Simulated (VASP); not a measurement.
Here is a VASP 6.6.1 calculation.

INCAR

```
ALGO = Normal
EDIFF = 1E-7
ENCUT = 520
GGA = PE
ISIF = 2
ISMEAR = 0
LASPH = True
LCHARG = False
LREAL = False
LWAVE = False
NBANDS = 24
NELM = 100
PREC = Accurate
SIGMA = 0.1
```

File KPOINTS:

```
k-points
0
Gamma
  6 6 6
```

POSCAR

```
Ge2N
1.0
    1.4360220672      0.8290877271      5.5600600828
   -1.4360220672      0.8290877271      5.5600600828
    0.0000000000     -1.6581754541      5.5600600828
Ge N
2 1
Direct
    0.7484000000      0.7484000000      0.7484000000
    0.5849000000      0.5849000000      0.5849000000
    0.0000000000      0.0000000000      0.0000000000
```

Potentials or basis: VASP PAW PBE potentials, release 64 (Ge_d, N).

The run is started by

```bash
$ cat potpaw_PBE.64/Ge_d/POTCAR potpaw_PBE.64/N/POTCAR > POTCAR
$ mpirun -np 1 vasp_std > vasp.out
```

(1) What does it give for the band gap on the k mesh?

(2) What does it give for the largest force?

(3) Predict the pressure.

Answers

(1) zero (an odd number of electrons rules out a gap without spin polarisation).

(2) 1.028 eV/Å.

(3) 14.7 GPa.

Caveat: the k points lie up to 0.43 Å⁻¹ apart, too coarse for converged energies and pressures of a metal; forces of over 1 eV/Å act on the atoms, so gaps and moduli don't describe the material at rest.
